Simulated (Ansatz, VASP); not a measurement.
## Two plane-wave programs on Si5Se

File INCAR:

```
SYSTEM = Si5Se
  ALGO = Normal
  EDIFF = 1E-6
  EDIFFG = -0.04
  ENCUT = 600
  GGA = PE
  IBRION = 2
  ISIF = 3
  ISMEAR = 0
  LASPH = .True.
  LCHARG = .False.
  LREAL = .False.
  LWAVE = .False.
  NELM = 80
  NSW = 90
  PREC = Accurate
  SIGMA = 0.1
```

File KPOINTS:

```
k-points
0
Gamma
  6 6 6
  0 0 0
```

The input POSCAR:

```
Si5Se
1.0
    5.7025408000      0.0000000000      0.0000000000
   -2.8512704000      4.9385451900      0.0000000000
    0.0000000000      0.0000000000      3.5583118200
Si Se
5 1
Direct
    0.5000000000      0.0000000000      0.5000000000
    0.0000000000      0.5000000000      0.5000000000
    0.5000000000      0.5000000000      0.5000000000
    0.3333333300      0.6666666700      0.5000000000
    0.6666666700      0.3333333300      0.5000000000
    0.0000000000      0.0000000000      0.0000000000
```

Input for Ansatz:

```yaml
crystal:
  lattice:
    - [5.7025408, 0.0, 0.0]
    - [-2.8512704, 4.93854519, 0.0]
    - [0.0, 0.0, 3.55831182]
  atoms:
    - { symbol: Si, position: [0.5, 0.0, 0.5] }
    - { symbol: Si, position: [0.0, 0.5, 0.5] }
    - { symbol: Si, position: [0.5, 0.5, 0.5] }
    - { symbol: Si, position: [0.33333333, 0.66666667, 0.5] }
    - { symbol: Si, position: [0.66666667, 0.33333333, 0.5] }
    - { symbol: Se, position: [0.0, 0.0, 0.0] }
basis:
  ecutwfc: 420
kpoints:
  mp_grid: { grid: [6, 6, 6] }
hamiltonian:
  xc: pbe
scf:
  occupations: { method: gaussian, width: 0.1 }
  lower_state_search: "off"
output:
  forces: true
  stress: true
  eigenvalues: true
relax:
  adjacent_minimum: "off"
  f_tol: 0.04
  max_steps: 70
  cell: { stress_tol: 0.4 }
```

Alike in both runs: task relaxation of cell and atoms; functional PBE; k mesh 6 × 6 × 6; occupations gaussian, width 0.1 eV; no spin polarisation.

|  | VASP | Ansatz |
| --- | --- | --- |
| version | VASP 6.6.1 | Ansatz 0.2.0 |
| potentials or method | VASP PAW PBE potentials, release 64 (Si, Se), cutoff 600 eV | scalar-relativistic, plane waves, PAW |
| valence electrons in the cell | 26 | 36 |

```csv
,VASP,Ansatz,Ansatz less VASP
"gap on the k mesh at the Fermi level, each at its own relaxed structure (eV)",none,none,-
relaxed volume (Å³/atom),24.27,24.28,+0.013
relaxed length of the cell vector where the two differ most in proportion (Å),2.475,2.470,-0.0052
```

A gap of «none» marks a metal or a gap that the smearing closes. VASP's potentials hold 26 valence electrons a cell and Ansatz's 36, so a difference there can come from the potentials and not from the codes.

Noted on VASP's run: the volume moved by over 15 % at a fixed basis, so the end points are rough.
